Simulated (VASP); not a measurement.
Write the native input for VASP 6.6.1 that does the following.

| Property | Result |
| --- | --- |
| Task | single point |
| Functional | PBE |
| Potentials or basis | VASP PAW PBE potentials, release 64 (In_d, P) |
| Cutoff | 520 eV |
| k mesh | 6 × 6 × 6 |
| Occupations | gaussian, width 0.01 eV |
| Spin | no spin polarisation |
| Dipole correction | no |
| Further INCAR settings | ALGO = Normal; EDIFF = 1e-07; NBANDS = 16 |

The structure of InP lies in POSCAR:

```
InP
1.0
    0.0000000000      2.9538002896      2.9538002896
    2.9538002896      0.0000000000      2.9538002896
    2.9538002896      2.9538002896      0.0000000000
In P
1 1
Direct
    0.0000000000      0.0000000000      0.0000000000
    0.2500000000      0.2500000000      0.2500000000
```

One way to write it, as run:

INCAR

```
SYSTEM = InP
  ALGO = Normal
  EDIFF = 1E-7
  ENCUT = 520
  GGA = PE
  ISIF = 2
  ISMEAR = 0
  LASPH = .True.
  LCHARG = .False.
  LREAL = .False.
  LWAVE = .False.
  NBANDS = 16
  NELM = 100
  PREC = Accurate
  SIGMA = 0.01
```

KPOINTS

```
k-points
0
Gamma
  6 6 6
  0 0 0
```

Potentials or basis: VASP PAW PBE potentials, release 64 (In_d, P).

Command:

```sh
$ cat potpaw_PBE.64/In_d/POTCAR potpaw_PBE.64/P/POTCAR > POTCAR
$ mpirun -np 1 vasp_std > vasp.out
```

It gave:

```yaml
Pressure: 1.6 GPa
Band_gap_on_the_k_mesh: 0.58 eV, direct
```

Caveat: spin-orbit coupling is left out, which moves the levels of the heavy elements.

Run time: 29 s on 1 thread of AMD EPYC 7R13, on a shared host, peak memory 0.15 GiB.
